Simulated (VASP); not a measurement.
Here is a VASP 6.6.1 calculation.

File INCAR:

```
ALGO = Normal ; EDIFF = 1E-6
ENCUT = 520 ; GGA = PE
ISIF = 2 ; ISMEAR = 0
LASPH = T ; LCHARG = T
LELF = T ; LREAL = F
LVHAR = T ; LWAVE = F
NBANDS = 10 ; NELM = 80
PREC = Accurate ; SIGMA = 0.05
```

File KPOINTS:

```
k-points
0
Gamma
  9 9 6
```

The input POSCAR:

```
H
1.0
    3.9361336832      0.0000000000      0.0000000000
   -1.9680668416      3.4087917623      0.0000000000
    0.0000000000      0.0000000000      5.1728280887
H
4
Direct
    0.3333333333      0.6666666667      0.1764958800
    0.6666666667      0.3333333333      0.6764958800
    0.6666666667      0.3333333333      0.8235041200
    0.3333333333      0.6666666667      0.3235041200
```

Potentials or basis: VASP PAW PBE potentials, release 64 (H).

Launch:

```sh
$ cat potpaw_PBE.64/H/POTCAR > POTCAR
$ mpirun -np 1 vasp_std > vasp.out
```

Question: What does it give for the pressure?

Answer: -0.5 GPa.

Question: Predict the band gap on the k mesh.

Answer: 9.25 eV, direct.

Forces in eV/Å, atoms in the order of the input:
```
H    0.000  0.000  0.331
H    0.000  0.000  0.331
H    0.000  0.000 -0.331
H    0.000  0.000 -0.331
```

Caveat: the cell differs from its parent crystal (strain +0.025 along x and y, +0.025 along z). A k mesh can miss the band edges.
